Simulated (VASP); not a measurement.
# BAs (F-43m) in VASP: further runs, part 2 of 2

VASP 6.6.1.

## Step 3: Single point, PBEsol

This run uses another cell than the first one, of 12.09 Å³/atom, 0.888 times its volume.

Input file INCAR:

```
SYSTEM = BAs
PREC     = Accurate       ! precision mode
ENCUT    = 520            ! plane-wave cutoff, eV
EDIFF    = 1E-7           ! SCF threshold, eV
ISMEAR   = -1             ! smearing method
SIGMA    = 0.05           ! smearing width, eV
LREAL    = .FALSE.        ! projectors in reciprocal space
LASPH    = .TRUE.         ! aspherical terms in the spheres
NELM     = 100            ! most SCF steps
ALGO     = Normal         ! electronic algorithm
ISIF     = 2              ! what is computed and relaxed
LWAVE    = .FALSE.        ! write WAVECAR
LCHARG   = .TRUE.         ! write CHGCAR
GGA      = PS             ! functional
LELF     = .TRUE.         ! ELF
LVHAR    = .TRUE.       
NBANDS   = 11             ! bands
```

Input file KPOINTS:

```
Automatic mesh
0
G
  10 10 10
  0 0 0
```

Input file POSCAR:

```
BAs
1.0
    0.0000000000      2.2954029132      2.2954029132
    2.2954029132      0.0000000000      2.2954029132
    2.2954029132      2.2954029132      0.0000000000
As B
1 1
Direct
    0.7500000000      0.7500000000      0.7500000000
    0.0000000000      0.0000000000      0.0000000000
```

Potentials or basis: VASP PAW PBE potentials, release 64 (As, B).

Command:

```console
$ cat potpaw_PBE.64/As/POTCAR potpaw_PBE.64/B/POTCAR > POTCAR
$ mpirun -np 1 vasp_std > vasp.out
```

OUTCAR:

```text
SYSTEM = BAs
   PREC = Accurate
   ENCUT = 520
   EDIFF = 1E-7
   ISMEAR = -1
   LREAL = .FALSE.
   LASPH = .TRUE.
   NELM = 100
   ISIF = 2
   GGA = PS

 ion  position               nearest neighbor table
   1  0.750  0.750  0.750-   2 1.99   2 1.99   2 1.99   2 1.99
   2  0.000  0.000  0.000-   1 1.99   1 1.99   1 1.99   1 1.99

  LATTYP: Found a face centered cubic cell.
 ALAT       =     4.5908058264

  Lattice vectors:

 A1 = (   0.0000000000,   2.2954029132,   2.2954029132)
 A2 = (   2.2954029132,   0.0000000000,   2.2954029132)
 A3 = (   2.2954029132,   2.2954029132,   0.0000000000)

Analysis of symmetry for initial positions (statically):
=====================================================================
 Subroutine PRICEL returns:
 Original cell was already a primitive cell.

 Routine SETGRP: Setting up the symmetry group for a
 face centered cubic supercell.

 Subroutine GETGRP returns: Found 24 space group operations
 (whereof 24 operations were pure point group operations)
 out of a pool of 48 trial point group operations.

The static configuration has the point symmetry T_d .

Analysis of symmetry for dynamics (positions and initial velocities):
=====================================================================
 Subroutine PRICEL returns:
 Original cell was already a primitive cell.

 Routine SETGRP: Setting up the symmetry group for a
 face centered cubic supercell.

 Subroutine GETGRP returns: Found 24 space group operations
 (whereof 24 operations were pure point group operations)
 out of a pool of 48 trial point group operations.

The dynamic configuration has the point symmetry T_d .

 Subroutine INISYM returns: Found 24 space group operations
 (whereof 24 operations are pure point group operations),
 and found     1 'primitive' translations

----------------------------------------------------------------------------------------

                                     Primitive cell

  volume of cell :      24.1884

  direct lattice vectors                    reciprocal lattice vectors
     0.000000000  2.295402913  2.295402913    -0.217826682  0.217826682  0.217826682
     2.295402913  0.000000000  2.295402913     0.217826682 -0.217826682  0.217826682
     2.295402913  2.295402913  0.000000000     0.217826682  0.217826682 -0.217826682

  length of vectors
     3.246189931  3.246189931  3.246189931     0.377286880  0.377286880  0.377286880

  position of ions in fractional coordinates (direct lattice)
     0.750000000  0.750000000  0.750000000
     0.000000000  0.000000000  0.000000000

  ion indices of the primitive-cell ions
   primitive index   ion index
                 1           1
                 2           2

----------------------------------------------------------------------------------------

 KPOINTS: Automatic mesh

Automatic generation of k-mesh.
 Grid dimensions read from file:
 generate k-points for:   10   10   10

 Generating k-lattice:

  Cartesian coordinates                     Fractional coordinates (reciprocal lattice)
    -0.021782668  0.021782668  0.021782668     0.100000000  0.000000000  0.000000000
     0.021782668 -0.021782668  0.021782668     0.000000000  0.100000000  0.000000000
     0.021782668  0.021782668 -0.021782668     0.000000000  0.000000000  0.100000000

  Length of vectors
     0.037728688  0.037728688  0.037728688

  Shift w.r.t. Gamma in fractional coordinates (k-lattice)
     0.000000000  0.000000000  0.000000000

 Subroutine IBZKPT returns following result:
 ===========================================

 Found     47 irreducible k-points:

 Following reciprocal coordinates:
            Coordinates               Weight
  0.000000  0.000000  0.000000      1.000000
  0.100000  0.000000  0.000000      8.000000
  0.200000  0.000000  0.000000      8.000000
  0.300000  0.000000  0.000000      8.000000
  0.400000  0.000000  0.000000      8.000000
  0.500000  0.000000  0.000000      4.000000
[... 16 lines left out ...]
  0.300000  0.300000  0.000000      6.000000
  0.400000  0.300000  0.000000     24.000000
 [... further k-points ...]
   k-points           NKPTS =     47   k-points in BZ     NKDIM =     47   number of bands    NBANDS=     11
   number of dos      NEDOS =    301   number of ions     NIONS =      2
   total plane-waves  NPLWV =  13824
   dimension x,y,z NGX =    24 NGY =   24 NGZ =   24
   dimension x,y,z NGXF=    48 NGYF=   48 NGZF=   48
   ions per type =               1   1
   NGX,Y,Z   is equivalent  to a cutoff of  12.29, 12.29, 12.29 a.u.
   NGXF,Y,Z  is equivalent  to a cutoff of  24.58, 24.58, 24.58 a.u.
 SYSTEM =  BAs
   PREC   = accura    normal or accurate (medium, high low for compatibility)
   ISTART =      0    job   : 0-new  1-cont  2-samecut
   ICHARG =      2    charge: 1-file 2-atom 10-const
   ISPIN  =      1    spin polarized calculation?
   LNONCOLLINEAR =      F non collinear calculations
   LSORBIT =      F    spin-orbit coupling
   LASPH  =      T    aspherical Exc in radial PAW
   ENCUT  =  520.0 eV  38.22 Ry    6.18 a.u.   6.04  6.04  6.04*2*pi/ulx,y,z
   NELM   =    100;   NELMIN=  2; NELMDL= -5     # of ELM steps
   EDIFF  = 0.1E-06   stopping-criterion for ELM
   LREAL  =      F    real-space projection
   EDIFFG = 0.1E-05   stopping-criterion for IOM
   NSW    =      0    number of steps for IOM
   IBRION =     -1    ionic relax: 0-MD 1-quasi-New 2-CG
   NFREE  =      0    steps in history (QN), initial steepest desc. (CG)
   ISIF   =      2    stress and relaxation
   ISYM   =      2    0-nonsym 1-usesym 2-fastsym
   POTIM  = 0.5000    time-step for ionic-motion
   TEBEG  =    0.0;   TEEND  =   0.0 temperature during run
   PSTRESS=    0.0 pullay stress
   NELECT =       8.0000    total number of electrons
   NUPDOWN=      -1.0000    fix difference up-down
   EMIN   =  10.00;   EMAX   =-10.00  energy-range for DOS
   EFERMI =   0.00;   METHOD = LEGACY
   ISMEAR =    -1;   SIGMA  =   0.05  broadening in eV -4-tet -1-fermi 0-gaus
   EFERMI_NEDOS =   21; number of points for ismear=-14 and -15
   IALGO  =     38    algorithm
   IMIX   =      4    mixing-type and parameters
     AMIX     =   0.40;   BMIX     =  1.00
     AMIX_MAG =   1.60;   BMIX_MAG =  1.00
  volume/ion in A,a.u.               =      12.09        81.62
  Fermi-wavevector in a.u.,A,eV,Ry     =   1.132146  2.139446 17.439340  1.281755
  Thomas-Fermi vector in A             =   2.268847
   LORBIT       =      0    0 simple, 1 ext, 2 COOP (PROOUT), +10 PAW based schemes
   GGA     = PS    functional components
   LHFCALC =     F    Hartree Fock is set to
   AEXX    =    0.0000 exact exchange contribution
   IVDW    =     0    specifies the selected vdW correction
   LEPSILON=     F    determine dielectric tensor
   LRPA    =     F    only Hartree local field effects (RPA)
 non-spin polarized calculation
  energy-cutoff  :      520.00
  volume of cell :       24.19
 maximum number of plane-waves:       666
   NGX = 13   NGY = 13   NGZ = 13

 number of electron       7.9999999 magnetization

 Free energy of the ion-electron system (eV)
  ---------------------------------------------------
  ext. energy  EPLUGINS =         0.00000000
  ---------------------------------------------------
  free energy    TOTEN  =       -12.01648504 eV

  energy without entropy =      -12.01648437  energy(sigma->0) =      -12.01648471

 E-fermi :   7.8844     XC(G=0): -11.2449

 val. band max:        7.4263015696   @ k =   0.0000   0.0000   0.0000
 cond. band min:       8.3773554326   @ k =   0.4000   0.4000   0.0000
 fundamental gap:      0.9510538630
 Fermi energy:         7.8843618678

 k-point     1 :       0.0000    0.0000    0.0000
  band No.  band energies     occupation
      1      -9.1599      2.00000
      2       7.4263      1.99979
      3       7.4263      1.99979
      4       7.4263      1.99979
      5      10.8274      0.00000
      6      10.8274      0.00000
      7      10.8274      0.00000
      8      13.6645      0.00000
      9      17.4111      0.00000
     10      20.8677      0.00000
     11      20.8677      0.00000
[... 309 lines left out ...]
 k-point    24 :       0.4000    0.3000    0.0000
  band No.  band energies     occupation
      1      -6.1770      2.00000
      2       0.6289      2.00000
      3       2.8988      2.00000
      4       3.4637      2.00000
      5       8.9665      0.00000
      6      10.7256      0.00000
      7      17.1241      0.00000
      8      17.2688      0.00000
      9      20.4950      0.00000
     10      24.0881      0.00000
     11      24.7363      0.00000

 [... further k-points ...]

------------------------ aborting loop because EDIFF is reached ----------------------------------------

  FORCE on cell =-STRESS in cart. coord.  units (eV):
  Direction    XX          YY          ZZ          XY          YZ          ZX
  --------------------------------------------------------------------------------------
  -------------------------------------------------------------------------------------
  Total        3.2463047      3.2463047      3.2463047     -0.0000000      0.0000000     -0.0000000
  in kB      215.0270426    215.0270426    215.0270426     -0.0000000      0.0000000     -0.0000000
  external PRESSURE =     215.0270426 kB  Pullay stress =       0.0000000 kB

 VOLUME and BASIS-vectors are now :
 -----------------------------------------------------------------------------
  energy-cutoff  :      520.00
  volume of cell :       24.19
      direct lattice vectors                 reciprocal lattice vectors
     0.000000000  2.295402913  2.295402913    -0.217826682  0.217826682  0.217826682
     2.295402913  0.000000000  2.295402913     0.217826682 -0.217826682  0.217826682
     2.295402913  2.295402913  0.000000000     0.217826682  0.217826682 -0.217826682

 POSITION                                       TOTAL-FORCE (eV/Angst)
 -----------------------------------------------------------------------------------
      3.44310      3.44310      3.44310        -0.000000     -0.000000     -0.000000
      0.00000      0.00000      0.00000         0.000000      0.000000      0.000000
 -----------------------------------------------------------------------------------
    total drift:                               -0.000000     -0.000000     -0.000000

  FREE ENERGIE OF THE ION-ELECTRON SYSTEM (eV)
  ---------------------------------------------------
  free  energy   TOTEN  =       -12.0164850430 eV

  energy  without entropy=      -12.0164843683  energy(sigma->0) =      -12.01648471
```

It took 5.5 s on 1 thread of Intel Xeon 6975P-C, shared host; peak memory 0.14 GiB.

Results:

- Free energy: -12.0165 eV
- Pressure: 21.5 GPa
- Band gap on the k mesh: 0.95 eV, indirect (least direct gap 3.40 eV)

Levels at points of the mesh, in eV from the valence-band top:
```csv
k point,band 1,band 2,band 3,band 4,band 5,band 6,band 7,band 8
"(0.00, 0.00, 0.00)",-16.59,0.00,0.00,0.00,3.40,3.40,3.40,6.24
"(0.50, 0.00, 0.00)",-13.24,-9.76,-2.04,-2.04,3.39,4.86,4.86,8.90
"(0.50, 0.50, 0.00)",-11.74,-9.24,-4.63,-4.63,1.17,1.20,12.52,12.52
```

Caveat: the PAW data sets were made with another functional, which shifts forces and pressure a little. A k mesh can miss the band edges.

## Step 4: Single point, PBEsol

This run uses another cell than the first one, of 11.59 Å³/atom, 0.850 times its volume.

Input file INCAR:

```
SYSTEM = BAs
PREC = Accurate ; ENCUT = 520
EDIFF = 1E-6 ; ISMEAR = -1
SIGMA = 0.05 ; LREAL = .FALSE.
LASPH = .TRUE. ; NELM = 80
ALGO = Normal ; ISIF = 2
LWAVE = .FALSE. ; LCHARG = .FALSE.
GGA = PS ; NBANDS = 11
```

KPOINTS is that of step 3.

Input file POSCAR:

```
BAs
1.0
    0.0000000000      2.2629117614      2.2629117614
    2.2629117614      0.0000000000      2.2629117614
    2.2629117614      2.2629117614      0.0000000000
As B
1 1
Direct
    0.7500000000      0.7500000000      0.7500000000
    0.0000000000      0.0000000000      0.0000000000
```

Potentials or basis: VASP PAW PBE potentials, release 64 (As, B).

Command:

```console
$ cat potpaw_PBE.64/As/POTCAR potpaw_PBE.64/B/POTCAR > POTCAR
$ mpirun -np 1 vasp_std > vasp.out
```

OUTCAR:

```text
SYSTEM = BAs
   PREC = Accurate
   ENCUT = 520
   EDIFF = 1E-6
   ISMEAR = -1
   LREAL = .FALSE.
   LASPH = .TRUE.
   NELM = 80
   ISIF = 2
   GGA = PS

 ion  position               nearest neighbor table
   1  0.750  0.750  0.750-   2 1.96   2 1.96   2 1.96   2 1.96
   2  0.000  0.000  0.000-   1 1.96   1 1.96   1 1.96   1 1.96

  LATTYP: Found a face centered cubic cell.
 ALAT       =     4.5258235228

  Lattice vectors:

[... 521 lines left out ...]

------------------------ aborting loop because EDIFF is reached ----------------------------------------

  FORCE on cell =-STRESS in cart. coord.  units (eV):
  Direction    XX          YY          ZZ          XY          YZ          ZX
  --------------------------------------------------------------------------------------
  -------------------------------------------------------------------------------------
  Total        4.5996323      4.5996323      4.5996323     -0.0000000     -0.0000000      0.0000000
  in kB      317.9807616    317.9807616    317.9807616     -0.0000000     -0.0000000      0.0000000
  external PRESSURE =     317.9807616 kB  Pullay stress =       0.0000000 kB

 VOLUME and BASIS-vectors are now :
 -----------------------------------------------------------------------------
  energy-cutoff  :      520.00
  volume of cell :       23.18
      direct lattice vectors                 reciprocal lattice vectors
     0.000000000  2.262911761  2.262911761    -0.220954263  0.220954263  0.220954263
     2.262911761  0.000000000  2.262911761     0.220954263 -0.220954263  0.220954263
     2.262911761  2.262911761  0.000000000     0.220954263  0.220954263 -0.220954263

 POSITION                                       TOTAL-FORCE (eV/Angst)
 -----------------------------------------------------------------------------------
      3.39437      3.39437      3.39437         0.000000      0.000000      0.000000
      0.00000      0.00000      0.00000        -0.000000     -0.000000     -0.000000
 -----------------------------------------------------------------------------------
    total drift:                               -0.000000     -0.000000     -0.000000

  FREE ENERGIE OF THE ION-ELECTRON SYSTEM (eV)
  ---------------------------------------------------
  free  energy   TOTEN  =       -11.8487899818 eV

  energy  without entropy=      -11.8487889565  energy(sigma->0) =      -11.84878947
```

OSZICAR:

```text
N       E                     dE             d eps       ncg     rms          rms(c)
DAV:   1     0.120214355361E+02    0.12021E+02   -0.40008E+03  1034   0.660E+02
DAV:   2    -0.121411469044E+02   -0.24163E+02   -0.22955E+02  1350   0.110E+02
DAV:   3    -0.128144788191E+02   -0.67333E+00   -0.67206E+00  1267   0.167E+01
DAV:   4    -0.128157966879E+02   -0.13179E-02   -0.13178E-02  1169   0.844E-01
DAV:   5    -0.128157981855E+02   -0.14976E-05   -0.14978E-05  1255   0.300E-02    0.612E+00
DAV:   6    -0.119779768328E+02    0.83782E+00   -0.18553E+00  1142   0.597E+00    0.301E+00
DAV:   7    -0.118598123327E+02    0.11816E+00   -0.34265E-01  1199   0.281E+00    0.107E+00
DAV:   8    -0.118486235924E+02    0.11189E-01   -0.22522E-02  1154   0.874E-01    0.111E-01
DAV:   9    -0.118487441323E+02   -0.12054E-03   -0.68989E-04  1199   0.168E-01    0.693E-02
DAV:  10    -0.118487877623E+02   -0.43630E-04   -0.79897E-05  1121   0.525E-02    0.116E-02
DAV:  11    -0.118487904595E+02   -0.26972E-05   -0.23557E-06  1253   0.104E-02    0.132E-02
DAV:  12    -0.118487899818E+02    0.47776E-06   -0.80965E-07   622   0.438E-03
   1 F= -.11848790E+02 E0= -.11848789E+02  d E =-.102525E-05
```

stdout:

```text
POSCAR found type information on POSCAR AsB
 POSCAR found :  2 types and       2 ions
 scaLAPACK will be used
 -----------------------------------------------------------------------------
|                                                                             |
|                                                                             |
|     You enforced a specific xc type in the INCAR file but a different       |
|     I HOPE YOU KNOW WHAT YOU ARE DOING!                                     |
|                                                                             |
 -----------------------------------------------------------------------------

 LDA part: xc-table for (Slater+PW92), standard interpolation
 POSCAR, INCAR and KPOINTS ok, starting setup
 FFT: planning ... GRIDC
 FFT: planning ... GRID_SOFT
 FFT: planning ... GRID
 WAVECAR not read
 entering main loop
```

Run time: 5.2 s. Hardware: 1 thread of Intel Xeon 6975P-C, shared host; peak memory 0.14 GiB.

What came out:

```
Free energy            : -11.8488 eV
Pressure               : 31.8 GPa
Band gap on the k mesh : 0.90 eV, indirect (least direct gap 3.47 eV)
```

Caveat: the PAW data sets were made with another functional, which shifts forces and pressure a little.

## Step 5: Single point, PBEsol

This run uses another cell than the first one, of 12.72 Å³/atom, 0.934 times its volume.

Input file INCAR:

```
  PREC = Accurate
  ENCUT = 520
  EDIFF = 1E-6
  ISMEAR = -1
  SIGMA = 0.05
  LREAL = False
  LASPH = True
  NELM = 60
  ALGO = Normal
  ISIF = 2
  LWAVE = False
  LCHARG = False
  GGA = PS
  NBANDS = 11
```

Input file KPOINTS:

```
Automatic mesh
0
Gamma
  10 10 10
```

Input file POSCAR:

```
BAs
1.0
    0.0000000000      2.3344578069      2.3344578069
    2.3344578069      0.0000000000      2.3344578069
    2.3344578069      2.3344578069      0.0000000000
As B
1 1
Direct
    0.7500000000      0.7500000000      0.7500000000
    0.0000000000      0.0000000000      0.0000000000
```

Command:

```console
$ cat potpaw_PBE.64/As/POTCAR potpaw_PBE.64/B/POTCAR > POTCAR
$ mpirun -np 1 vasp_std > vasp.out
```

Run time: 9.8 s. Hardware: 1 thread of Intel Xeon 6975P-C, shared host; peak memory 0.16 GiB.

Results (log left out):

```
Free energy            : -12.1434 eV
Pressure               : 11.2 GPa
Band gap on the k mesh : 1.01 eV, indirect (least direct gap 3.33 eV)
```

Levels at points of the mesh, in eV from the valence-band top:
| k point | band 1 | band 2 | band 3 | band 4 | band 5 | band 6 | band 7 | band 8 | band 9 |
| --- | --- | --- | --- | --- | --- | --- | --- | --- | --- |
| (0.00, 0.00, 0.00) | -16.08 | 0.00 | 0.00 | 0.00 | 3.33 | 3.33 | 3.33 | 5.57 | 9.70 |
| (0.50, 0.00, 0.00) | -12.94 | -9.36 | -1.95 | -1.95 | 3.07 | 4.80 | 4.80 | 8.82 | 13.09 |
| (0.50, 0.50, 0.00) | -11.52 | -8.93 | -4.40 | -4.40 | 1.25 | 1.25 | 12.01 | 12.01 | 13.41 |

Caveat: the PAW data sets were made with another functional, which shifts forces and pressure a little. A k mesh can miss the band edges.

## Step 6: Overview

```tsv
task	level	cell	cutoff (eV)	gap on the mesh (eV)	pressure (GPa)
relaxation of cell and atoms	BLYP+D3(BJ)	relaxed from a = 3.378 Å, angles 60.0°, 2 atoms	600	1.41	-0.1
single point	PBEsol	a = 3.246 Å, angles 60.0°, 2 atoms	520	0.95	21.5
single point	PBEsol	a = 3.200 Å, angles 60.0°, 2 atoms	520	0.90	31.8
single point	PBEsol	a = 3.301 Å, angles 60.0°, 2 atoms	520	1.01	11.2
```

Alike in all rows: potentials or basis VASP PAW PBE potentials, release 64 (As, B); no spin polarisation; k mesh 10 × 10 × 10; smearing fermi-dirac 0.05 eV.

Caveats: the PAW data sets were made with another functional, which shifts forces and pressure a little.

Absolute energies hang on the potentials; compare differences alone.
